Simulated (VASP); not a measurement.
AlN (dlda), 4 atoms in the cell. Symmetry: P6_3mc, No. 186, hexagonal system. Conventional cell: a = 3.129 Å, b = 3.129 Å, c = 5.017 Å, α = 90.00°, β = 90.00°, γ = 120.00°. Within 2.5 Å of Al (site symmetry 3m) lie 4 N at 1.90 to 1.91 Å. Within 2.5 Å of N (site symmetry 3m) lie 4 Al at 1.90 to 1.91 Å. 

* Program: VASP 6.6.1
* Task: single point
* Functional: LDA
* Potentials or basis: VASP PAW LDA potentials, release 64 (Al, N)
* Cutoff: 520 eV
* k mesh: 6 × 6 × 4
* Occupations: gaussian, width 0.1 eV
* Spin: no spin polarisation
* Dipole correction: no
* Further INCAR settings: ALGO = Normal; EDIFF = 1e-07; NBANDS = 16

Potentials or basis: VASP PAW LDA potentials, release 64 (Al, N).

Run with:

```console
$ cat potpaw_LDA.64/Al/POTCAR potpaw_LDA.64/N/POTCAR > POTCAR
$ mpirun -np 1 vasp_std > vasp.out
```

Hardware: 1 thread of Intel(R) Xeon(R) Platinum 8559C (Emerald Rapids) (shared host).

**Question.** How long does it take, and how much memory?

**Answer.** Run time: 5.4 s on 1 thread of Intel(R) Xeon(R) Platinum 8559C (Emerald Rapids), with other jobs on the host, peak memory 0.13 GiB. Counts: scf iterations 14, k points 21.
